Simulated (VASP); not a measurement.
# Pb: electric field gradients with PBEsol

Crystal: Pb.

```xyz
1
Lattice="-1.9797 1.9797 1.9797 1.9797 -1.9797 1.9797 1.9797 1.9797 -1.9797" Properties=species:S:1:pos:R:3 pbc="T T T"
Pb    0.0000    0.0000    0.0000
```

```
Program                : VASP 6.6.1
Task                   : electric field gradients
Functional             : PBEsol
Potentials or basis    : VASP PAW PBE potentials, release 64 (Pb_d)
Cutoff                 : 520 eV
k mesh                 : 13 × 13 × 13
Occupations            : fermi-dirac, width 0.08 eV
Spin                   : no spin polarisation
Dipole correction      : no
Further INCAR settings : ALGO = Normal; EDIFF = 1e-08; NBANDS = 13
```

* Pressure: -1.7 GPa
* Band gap on the k mesh: zero (band 7 reaches 14.28 eV, above the bottom of band 8 at 4.95 eV)

Levels at points of the mesh, in eV from the Fermi level:
```csv
k point,band 5,band 6,band 7,band 8,band 9,band 10
"(0.00, 0.00, 0.00)",-16.80,-11.62,7.43,7.43,7.43,11.07
```

Run time: 19 s on 1 thread of Intel(R) Xeon(R) Platinum 8488C (Sapphire Rapids) (shared host), peak memory 0.17 GiB.

Caveat: without QUAD_EFG the Cq values of the log hold for a quadrupole moment of 1 mb, not for the nuclei; the PAW data sets were made with another functional, which shifts forces and pressure a little; spin-orbit coupling is left out, which moves the levels of the heavy elements.
